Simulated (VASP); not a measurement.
InP: single point with LDA

Crystal: InP.

```xyz
2
Lattice="0.0000 2.9134 2.9134 2.9134 0.0000 2.9134 2.9134 2.9134 0.0000" Properties=species:S:1:pos:R:3 pbc="T T T"
In    0.0000    0.0000    0.0000
P     1.4567    1.4567    1.4567
```

```
Program                : VASP 6.6.1
Task                   : single point
Functional             : LDA
Potentials or basis    : VASP PAW LDA potentials, release 64 (In_d, P)
Cutoff                 : 500 eV
k mesh                 : 10 × 10 × 10
Occupations            : gaussian, width 0.02 eV
Spin                   : no spin polarisation
Dipole correction      : no
Further INCAR settings : ALGO = Normal; EDIFF = 1e-06; NBANDS = 16
```

```yaml
Pressure: 0.0 GPa
Band_gap_on_the_k_mesh: 0.61 eV
```

Levels at points of the mesh, in eV from the valence-band top:
```
           k point  band 7  band 8  band 9  band 10  band 11  band 12
(0.00, 0.00, 0.00)    0.00    0.00    0.00     0.61     3.96     3.96
(0.50, 0.00, 0.00)   -5.92   -1.02   -1.02     1.37     4.71     4.71
(0.50, 0.50, 0.00)   -5.94   -2.42   -2.42     1.57     2.12     9.10
```

Wall time 54 s on 1 thread of Intel Xeon 8259CL (shared host), peak memory 0.17 GiB.

Caveat: semilocal functionals underestimate gaps, and a narrow one can read as zero; spin-orbit coupling is left out, which moves the levels of the heavy elements.
